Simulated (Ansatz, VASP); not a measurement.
Two plane-wave programs on Nb

Contents of INCAR:

```
PREC = Accurate
ENCUT = 520
EDIFF = 1E-7
ISMEAR = -1
SIGMA = 0.1
LREAL = F
LASPH = T
NELM = 100
ALGO = Normal
ISIF = 2
LWAVE = F
LCHARG = F
NBANDS = 12
```

The input KPOINTS:

```
regular mesh
0
Gamma
  16 16 16
```

File POSCAR:

```
Nb
1.0
   -1.5908936135      1.5908936135      1.5908936135
    1.5908936135     -1.5908936135      1.5908936135
    1.5908936135      1.5908936135     -1.5908936135
Nb
1
Direct
    0.0000000000      0.0000000000      0.0000000000
```

Input for Ansatz:

```yaml
crystal:
  lattice:
    - [-1.5908936135, 1.5908936135, 1.5908936135]
    - [1.5908936135, -1.5908936135, 1.5908936135]
    - [1.5908936135, 1.5908936135, -1.5908936135]
  atoms:
    - { symbol: Nb, position: [0.0, 0.0, 0.0] }
kpoints:
  mp_grid: { grid: [16, 16, 16] }
scf:
  occupations: { method: fermi_dirac, width: 0.1 }
hamiltonian:
  xc: lda
  pseudopotentials: { kind: paw }
output:
  forces: true
  stress: true
  eigenvalues: true
  populations: true
```

Change from the starting cell: volume scaled by 0.94, PAW files.

Alike in both runs: task single point; functional LDA; k mesh 16 × 16 × 16; occupations fermi-dirac, width 0.1 eV; no spin polarisation.

|  | VASP | Ansatz |
| --- | --- | --- |
| version | VASP 6.6.1 | Ansatz 0.2.0 |
| potentials or method | VASP PAW LDA potentials, release 64 (Nb_sv) | PAW with Ansatz's default frozen-core files, scalar-relativistic |
| plane-wave cutoff (eV) | 520 | 420 |
| valence electrons in the cell | 13 | 13 |

```csv
,VASP,Ansatz,Ansatz less VASP
pressure (GPa),13.2,13.4,+0.14
```

LDA's correlation is that of Perdew and Zunger in VASP and of Perdew and Wang (1992) in Ansatz.
